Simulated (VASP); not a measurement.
Crystal: Au.

```xyz
6
Lattice="5.3046 0.0000 0.0000 -2.6523 4.5939 0.0000 0.0000 0.0000 4.6576" Properties=species:S:1:pos:R:3 pbc="T T T"
Au    4.0732    0.7109    1.1644
Au    2.6523    3.1721    1.1644
Au    1.2313    0.7109    1.1644
Au   -1.4210    3.8830    3.4932
Au    0.0000    1.4218    3.4932
Au    1.4210    3.8830    3.4932
```

The cell was generated, and may not be a known phase.

```yaml
Program: VASP 6.6.1
Task: relaxation of cell and atoms
Functional: PBE
Potentials_or_basis: VASP PAW PBE potentials, release 64 (Au)
Cutoff: 500 eV
k_mesh: 6 × 6 × 4
Occupations: gaussian, width 0.1 eV
Spin: no spin polarisation
```

At the start: pressure 30.9 GPa; volume 18.92 Å³/atom.

**Question.** Where does the relaxation end?

**Answer.** Over 13 steps the energy falls by 530.9 meV/atom and the volume is 21.07 Å³/atom (+11.4 %); space group P6_3/mmc (No. 194, to 0.1 Å) before and after.

The path:
```
step  energy change (eV)  largest force (eV/Å)  pressure (GPa)  volume (Å³)
   1              0.0000                6.3791           30.93       113.50
   2              0.6544                0.4663          -10.12       184.44
   3             -0.7713                0.6319          -10.93       166.31
   4             -1.8774                0.6346          -10.41       152.95
   5             -3.0759                0.2242           -3.38       132.26
   6             -3.0816                0.5639           -1.02       129.31
   7             -3.0882                0.4111           -2.07       130.54
   8             -3.0877                0.4536           -1.78       130.19
   9             -3.1546                0.1627            0.77       126.25
  10             -3.1563                0.1036            1.30       125.55
  11             -3.1827                0.0725           -0.05       126.65
  12             -3.1832                0.0959           -0.24       126.82
  13             -3.1854                0.0076            0.05       126.42
```

Final structure:
```
CELL_PARAMETERS angstrom
5.62154 0.00000 0.00000
-2.81077 4.86839 0.00000
0.00000 0.00000 4.61933
ATOMIC_POSITIONS crystal
Au 0.82976 0.17024 0.25000
Au 0.82976 0.65952 0.25000
Au 0.34048 0.17024 0.25000
Au 0.17024 0.82976 0.75000
Au 0.17024 0.34048 0.75000
Au 0.65952 0.82976 0.75000
```
